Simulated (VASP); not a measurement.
# Fe (Im-3m) in VASP: single point with PBE

Aim: the single point of Fe with PBE.

Everything below comes from runs of VASP 6.6.1. Logs are shortened: lines on timing, memory, paths and dates and some standing lists are left out, and cuts for length are marked.

## (1) The cell of the first run

It takes space group Im-3m (No. 229, cubic). The conventional cell has a = 2.831 Å, b = 2.831 Å, c = 2.831 Å, α = 90.00°, β = 90.00°, γ = 90.00°. Fe (site symmetry m-3m) has 14 Fe at 2.45 to 2.83 Å within 3.2 Å.

## (2) Single point, PBE, collinear spin, ferromagnetic start

Input file POSCAR:

```
Fe
1.0
   -1.4153985770      1.4153985770      1.4153985770
    1.4153985770     -1.4153985770      1.4153985770
    1.4153985770      1.4153985770     -1.4153985770
Fe
1
Direct
    0.0000000000      0.0000000000      0.0000000000
```

Input file INCAR.step1:

```
SYSTEM = Fe
ALGO = Normal
EDIFF = 1E-6
ENCUT = 520
GGA = PE
ISIF = 2
ISMEAR = 0
ISPIN = 2
LASPH = .True.
LCHARG = .True.
LMAXMIX = 4
LREAL = .False.
LWAVE = .False.
MAGMOM = 2.43
NBANDS = 14
NELM = 150
PREC = Accurate
SIGMA = 0.05
```

Input file KPOINTS.step1:

```
k-points
0
Gamma
  20 20 20
  0 0 0
```

Input file INCAR.step2:

```
SYSTEM = Fe
ALGO = Normal
EDIFF = 1E-6
ENCUT = 520
GGA = PE
ICHARG = 11
ISIF = 2
ISMEAR = -5
ISPIN = 2
LASPH = .True.
LCHARG = .False.
LMAXMIX = 4
LORBIT = 11
LREAL = .False.
LWAVE = .False.
MAGMOM = 2.43
NBANDS = 14
NEDOS = 2001
NELM = 150
PREC = Accurate
SIGMA = 0.05
```

Input file KPOINTS.step2:

```
k-points
0
Gamma
  30 30 30
  0 0 0
```

Potentials or basis: VASP PAW PBE potentials, release 64 (Fe).

On the command line:

```sh
> cat potpaw_PBE.64/Fe/POTCAR > POTCAR
> cp INCAR.step1 INCAR
> cp KPOINTS.step1 KPOINTS
> mpirun -np 1 vasp_std > vasp.out
> cp INCAR.step2 INCAR
> cp KPOINTS.step2 KPOINTS
> mpirun -np 1 vasp_std > vasp.out
```

OUTCAR:

```text
SYSTEM = Fe
   EDIFF = 1E-6
   ENCUT = 520
   GGA = PE
   ICHARG = 11
   ISIF = 2
   ISMEAR = -5
   ISPIN = 2
   LASPH = .True.
   LORBIT = 11
   LREAL = .False.
   NELM = 150
   PREC = Accurate

 ion  position               nearest neighbor table
   1  0.000  0.000  0.000-

  LATTYP: Found a body centered cubic cell.
 ALAT       =     2.8307971540

  Lattice vectors:

 A1 = (  -1.4153985770,   1.4153985770,   1.4153985770)
 A2 = (   1.4153985770,  -1.4153985770,   1.4153985770)
 A3 = (   1.4153985770,   1.4153985770,  -1.4153985770)

Analysis of symmetry for initial positions (statically):
=====================================================================
 Subroutine PRICEL returns:
 Original cell was already a primitive cell.

 Routine SETGRP: Setting up the symmetry group for a
 body centered cubic supercell.

 Subroutine GETGRP returns: Found 48 space group operations
 (whereof 48 operations were pure point group operations)
 out of a pool of 48 trial point group operations.

The static configuration has the point symmetry O_h .

Analysis of symmetry for dynamics (positions and initial velocities):
=====================================================================
 Subroutine PRICEL returns:
 Original cell was already a primitive cell.

 Routine SETGRP: Setting up the symmetry group for a
 body centered cubic supercell.

 Subroutine GETGRP returns: Found 48 space group operations
 (whereof 48 operations were pure point group operations)
 out of a pool of 48 trial point group operations.

The dynamic configuration has the point symmetry O_h .

Analysis of structural, dynamic, and magnetic symmetry:
=====================================================================
 Subroutine PRICEL returns:
 Original cell was already a primitive cell.

 Routine SETGRP: Setting up the symmetry group for a
 body centered cubic supercell.

 Subroutine GETGRP returns: Found 48 space group operations
 (whereof 48 operations were pure point group operations)
 out of a pool of 48 trial point group operations.

The overall configuration has the point symmetry O_h .

 Subroutine INISYM returns: Found 48 space group operations
 (whereof 48 operations are pure point group operations),
 and found     1 'primitive' translations

----------------------------------------------------------------------------------------

                                     Primitive cell

  volume of cell :      11.3422

  direct lattice vectors                    reciprocal lattice vectors
    -1.415398577  1.415398577  1.415398577     0.000000000  0.353257385  0.353257385
     1.415398577 -1.415398577  1.415398577     0.353257385  0.000000000  0.353257385
     1.415398577  1.415398577 -1.415398577     0.353257385  0.353257385  0.000000000

  length of vectors
     2.451542248  2.451542248  2.451542248     0.499581385  0.499581385  0.499581385

  position of ions in fractional coordinates (direct lattice)
     0.000000000  0.000000000  0.000000000

  ion indices of the primitive-cell ions
   primitive index   ion index
                 1           1

----------------------------------------------------------------------------------------

 KPOINTS: k-points

Automatic generation of k-mesh.
 Grid dimensions read from file:
 generate k-points for:   30   30   30

 Generating k-lattice:

  Cartesian coordinates                     Fractional coordinates (reciprocal lattice)
     0.000000000  0.011775246  0.011775246     0.033333333  0.000000000  0.000000000
     0.011775246  0.000000000  0.011775246     0.000000000  0.033333333  0.000000000
     0.011775246  0.011775246  0.000000000     0.000000000  0.000000000  0.033333333

  Length of vectors
     0.016652713  0.016652713  0.016652713

  Shift w.r.t. Gamma in fractional coordinates (k-lattice)
     0.000000000  0.000000000  0.000000000

 TETIRR: Found  32549 inequivalent tetrahedra from   162000

 Subroutine IBZKPT returns following result:
 ===========================================

 Found    752 irreducible k-points:

 Following reciprocal coordinates:
            Coordinates               Weight
  0.000000  0.000000  0.000000      1.000000
  0.033333  0.000000  0.000000     12.000000
  0.066667  0.000000  0.000000     12.000000
  0.100000  0.000000  0.000000     12.000000
  0.133333  0.000000  0.000000     12.000000
  0.166667  0.000000  0.000000     12.000000
[... 16 lines left out ...]
  0.233333  0.033333  0.000000     48.000000
  0.266667  0.033333  0.000000     48.000000
 [... further k-points ...]
   k-points           NKPTS =    752   k-points in BZ     NKDIM =    752   number of bands    NBANDS=     14
   number of dos      NEDOS =   2001   number of ions     NIONS =      1
   total plane-waves  NPLWV =   5832
   dimension x,y,z NGX =    18 NGY =   18 NGZ =   18
   dimension x,y,z NGXF=    36 NGYF=   36 NGZF=   36
   ions per type =               1
   NGX,Y,Z   is equivalent  to a cutoff of  12.21, 12.21, 12.21 a.u.
   NGXF,Y,Z  is equivalent  to a cutoff of  24.41, 24.41, 24.41 a.u.
 SYSTEM =  Fe
   PREC   = accura    normal or accurate (medium, high low for compatibility)
   ISTART =      0    job   : 0-new  1-cont  2-samecut
   ICHARG =     11    charge: 1-file 2-atom 10-const
   ISPIN  =      2    spin polarized calculation?
   LNONCOLLINEAR =      F non collinear calculations
   LSORBIT =      F    spin-orbit coupling
   LASPH  =      T    aspherical Exc in radial PAW
   ENCUT  =  520.0 eV  38.22 Ry    6.18 a.u.   4.56  4.56  4.56*2*pi/ulx,y,z
   NELM   =    150;   NELMIN=  2; NELMDL=  0     # of ELM steps
   EDIFF  = 0.1E-05   stopping-criterion for ELM
   LREAL  =      F    real-space projection
   EDIFFG = 0.1E-04   stopping-criterion for IOM
   NSW    =      0    number of steps for IOM
   IBRION =     -1    ionic relax: 0-MD 1-quasi-New 2-CG
   NFREE  =      0    steps in history (QN), initial steepest desc. (CG)
   ISIF   =      2    stress and relaxation
   ISYM   =      2    0-nonsym 1-usesym 2-fastsym
   POTIM  = 0.5000    time-step for ionic-motion
   TEBEG  =    0.0;   TEEND  =   0.0 temperature during run
   PSTRESS=    0.0 pullay stress
   NELECT =       8.0000    total number of electrons
   NUPDOWN=      -1.0000    fix difference up-down
   EMIN   =  10.00;   EMAX   =-10.00  energy-range for DOS
   EFERMI =   0.00;   METHOD = LEGACY
   ISMEAR =    -5;   SIGMA  =   0.05  broadening in eV -4-tet -1-fermi 0-gaus
   EFERMI_NEDOS =   21; number of points for ismear=-14 and -15
   IALGO  =     38    algorithm
   IMIX   =      4    mixing-type and parameters
     AMIX     =   0.40;   BMIX     =  1.00
     AMIX_MAG =   1.60;   BMIX_MAG =  1.00
  volume/ion in A,a.u.               =      11.34        76.54
  Fermi-wavevector in a.u.,A,eV,Ry     =   1.457268  2.753837 28.893738  2.123630
  Thomas-Fermi vector in A             =   2.574089
   LORBIT       =     11    0 simple, 1 ext, 2 COOP (PROOUT), +10 PAW based schemes
   GGA     = PE    functional components
   LHFCALC =     F    Hartree Fock is set to
   AEXX    =    0.0000 exact exchange contribution
   IVDW    =     0    specifies the selected vdW correction
   LEPSILON=     F    determine dielectric tensor
   LRPA    =     F    only Hartree local field effects (RPA)
 spin polarized calculation
 Fermi weights with tetrahedron method with Bloechl corrections
  energy-cutoff  :      520.00
  volume of cell :       11.34
 maximum number of plane-waves:       321

 number of electron       8.0000009 magnetization       2.2018518

 Free energy of the ion-electron system (eV)
  ---------------------------------------------------
  ext. energy  EPLUGINS =         0.00000000
  ---------------------------------------------------
  free energy    TOTEN  =        -8.24253174 eV

  energy without entropy =       -8.24253174  energy(sigma->0) =       -8.24253174

 E-fermi :   5.8300     XC(G=0): -13.1264

 val. band max:        5.8970959825   @ k =  -0.4000   0.4000   0.0667
 cond. band min:       5.7848995171   @ k =  -0.2333   0.2333   0.2000
 fundamental gap:     -0.1121964654
 Fermi energy:         5.8300156520

 spin component 1

 k-point     1 :       0.0000    0.0000    0.0000
  band No.  band energies     occupation
      1      -2.6019      1.00000
      2       3.5233      1.00000
      3       3.5233      1.00000
      4       3.5233      1.00000
      5       4.7399      1.00000
      6       4.7399      1.00000
      7      30.8798      0.00000
      8      30.8798      0.00000
      9      30.8798      0.00000
     10      35.9752      0.00000
     11      35.9752      0.00000
     12      38.2793      0.00000
     13      38.2793      0.00000
     14      38.2795      0.00000

 k-point     2 :       0.0333    0.0000    0.0000
  band No.  band energies     occupation
      1      -2.5556      1.00000
      2       3.5106      1.00000
      3       3.5227      1.00000
      4       3.5483      1.00000
      5       4.7268      1.00000
      6       4.7409      1.00000
      7      30.5496      0.00000
      8      30.8161      0.00000
      9      30.8451      0.00000
     10      35.7161      0.00000
     11      36.1629      0.00000
     12      37.2291      0.00000
     13      37.3287      0.00000
     14      38.4045      0.00000
[... 343 lines left out ...]
      1      -0.3111      1.00000
      2       2.9639      1.00000
      3       3.3591      1.00000
      4       4.5635      1.00000
      5       4.7863      1.00000
      6       4.8247      1.00000
      7      21.6900      0.00000
      8      26.7958      0.00000
      9      29.4431      0.00000
     10      30.4208      0.00000
     11      33.7713      0.00000
     12      36.6392      0.00000
     13      40.3455      0.00000
     14      43.9183      0.00000

 k-point    24 :       0.2667    0.0333    0.0000
  band No.  band energies     occupation
      1       0.1396      1.00000
      2       2.8527      1.00000
      3       3.4344      1.00000
      4       4.6131      1.00000
      5       4.8463      1.00000
      6       5.0744      1.00000
      7      20.1425      0.00000
      8      26.1628      0.00000
      9      28.6995      0.00000
     10      30.1567      0.00000
     11      33.5775      0.00000
     12      37.4233      0.00000
     13      40.6493      0.00000
     14      45.3899      0.00000

 [... further k-points ...]

 spin component 2

 k-point     1 :       0.0000    0.0000    0.0000
  band No.  band energies     occupation
      1      -2.4341      1.00000
      2       5.4471      1.00000
      3       5.4473      1.00000
      4       5.4473      1.00000
      5       7.5015      0.00000
      6       7.5017      0.00000
      7      30.6266      0.00000
      8      30.6266      0.00000
      9      30.6266      0.00000
     10      36.1677      0.00000
     11      36.1678      0.00000
     12      38.9429      0.00000
     13      38.9429      0.00000
     14      38.9429      0.00000

 k-point     2 :       0.0333    0.0000    0.0000
  band No.  band energies     occupation
      1      -2.3876      1.00000
      2       5.4318      1.00000
      3       5.4449      1.00000
      4       5.4743      1.00000
      5       7.4843      0.00000
      6       7.5026      0.00000
      7      30.3518      0.00000
      8      30.5771      0.00000
      9      30.6104      0.00000
     10      35.9701      0.00000
     11      36.3652      0.00000
     12      38.0688      0.00000
     13      38.1417      0.00000
     14      39.0524      0.00000
[... 343 lines left out ...]
      1      -0.0457      1.00000
      2       4.7767      1.00000
      3       5.1158      1.00000
      4       6.8239      0.00000
      5       7.1408      0.00000
      6       7.6019      0.00000
      7      22.3266      0.00000
      8      26.9421      0.00000
      9      29.9568      0.00000
     10      30.8613      0.00000
     11      34.3867      0.00000
     12      36.8606      0.00000
     13      40.6371      0.00000
     14      44.2403      0.00000

 k-point    24 :       0.2667    0.0333    0.0000
  band No.  band energies     occupation
      1       0.4994      1.00000
      2       4.6451      1.00000
      3       5.0676      1.00000
      4       7.1323      0.00000
      5       7.1679      0.00000
      6       7.6310      0.00000
      7      20.8712      0.00000
      8      26.3065      0.00000
      9      29.3464      0.00000
     10      30.5050      0.00000
     11      34.1895      0.00000
     12      37.6542      0.00000
     13      40.9186      0.00000
     14      45.6735      0.00000

 [... further k-points ...]

------------------------ aborting loop because EDIFF is reached ----------------------------------------

  FORCE on cell =-STRESS in cart. coord.  units (eV):
  Direction    XX          YY          ZZ          XY          YZ          ZX
  --------------------------------------------------------------------------------------
  -------------------------------------------------------------------------------------
  Total        0.0386652      0.0386652      0.0386652      0.0000000      0.0000000     -0.0000000
  in kB        5.4617833      5.4617833      5.4617833      0.0000000      0.0000000     -0.0000000
  external PRESSURE =       5.4617833 kB  Pullay stress =       0.0000000 kB

 VOLUME and BASIS-vectors are now :
 -----------------------------------------------------------------------------
  energy-cutoff  :      520.00
  volume of cell :       11.34
      direct lattice vectors                 reciprocal lattice vectors
    -1.415398577  1.415398577  1.415398577     0.000000000  0.353257385  0.353257385
     1.415398577 -1.415398577  1.415398577     0.353257385  0.000000000  0.353257385
     1.415398577  1.415398577 -1.415398577     0.353257385  0.353257385  0.000000000

 POSITION                                       TOTAL-FORCE (eV/Angst)
 -----------------------------------------------------------------------------------
      0.00000      0.00000      0.00000        -0.000000      0.000000     -0.000000
 -----------------------------------------------------------------------------------
    total drift:                               -0.000000      0.000000      0.000000

  FREE ENERGIE OF THE ION-ELECTRON SYSTEM (eV)
  ---------------------------------------------------
  free  energy   TOTEN  =        -8.2425317387 eV

  energy  without entropy=       -8.2425317387  energy(sigma->0) =       -8.24253174

 total charge

# of ion       s       p       d       tot
------------------------------------------
    1        0.488   0.542   6.241   7.271

 magnetization (x)

# of ion       s       p       d       tot
------------------------------------------
    1       -0.014  -0.057   2.257   2.187
```

Wall time 2.2 min (1 thread of Intel Xeon Platinum 8488C (Sapphire Rapids), shared host); peak memory 0.42 GiB.

What came out:

| Item | Value |
| --- | --- |
| Net moment | 2.20 μB per cell |
| Site moments | Fe +2.19 μB |
| Valence electrons inside the program's atomic spheres | Fe 7.27 |

Caveat: tetrahedron occupations give inexact forces and stress in metals.
